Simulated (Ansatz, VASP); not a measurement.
## One calculation of CaO, two programs

The input INCAR:

```
  PREC = Accurate
  ENCUT = 520
  EDIFF = 1E-8
  ISMEAR = -1
  SIGMA = 0.05
  LREAL = F
  LASPH = T
  NELM = 80
  ALGO = Normal
  ISIF = 2
  LWAVE = F
  LCHARG = F
  GGA = PE
  LEFG = T
  NBANDS = 15
```

KPOINTS

```
regular mesh
0
Gamma
  11 11 11
```

File POSCAR:

```
CaO
1.0
    0.0000000000      2.6218300245      2.6218300245
    2.6218300245      0.0000000000      2.6218300245
    2.6218300245      2.6218300245      0.0000000000
Ca O
1 1
Direct
    0.0000000000      0.0000000000      0.0000000000
    0.2500000000      0.2500000000      0.2500000000
```

Input for Ansatz:

```yaml
crystal:
  lattice:
    - [0.0, 2.6218300245, 2.6218300245]
    - [2.6218300245, 0.0, 2.6218300245]
    - [2.6218300245, 2.6218300245, 0.0]
  atoms:
    - { symbol: Ca, position: [0.0, 0.0, 0.0] }
    - { symbol: O, position: [0.25, 0.25, 0.25] }
kpoints:
  mp_grid: { grid: [11, 11, 11] }
  band_path:
    path:
      - [0.0, 0.0, 0.0]
      - [-0.5, -0.5, 0.0]
      - [-0.375, -0.375, 0.25]
      - [-0.375, 0.0, 0.375]
      - [0.0, 0.0, 0.0]
      - [0.0, 0.0, 0.5]
      - [-0.5, -0.25, 0.25]
      - [-0.5, -0.5, 0.0]
    npoints: 8
scf:
  occupations: { method: fermi_dirac, width: 0.05 }
hamiltonian:
  xc: pbe
  pseudopotentials: { kind: paw }
output:
  forces: true
  stress: true
  eigenvalues: true
  efg: { contact_densities: true }
  populations: true
  bader: true
  dos: { projected: true, de: 0.2, e_range: [-14, 8] }
```

Alike in both runs: task electric field gradients; functional PBE; k mesh 11 × 11 × 11; occupations fermi-dirac, width 0.05 eV; no spin polarisation.

|  | VASP | Ansatz |
| --- | --- | --- |
| version | VASP 6.6.1 | Ansatz 0.2.0 |
| potentials or method | VASP PAW PBE potentials, release 64 (Ca_sv, O) | PAW with Ansatz's default frozen-core files, scalar-relativistic |
| plane-wave cutoff (eV) | 520 | 420 |
| valence electrons in the cell | 16 | 16 |

VASP gave:

- gap on the k mesh at the Fermi level (eV): 3.28
- pressure (GPa): 0.4

Question: Estimate Ansatz's values.

Answer: gap on the k mesh at the Fermi level (eV): 3.29; pressure (GPa): 0.0.

With one functional, cell and mesh, what is left measures potentials, basis and numerics.
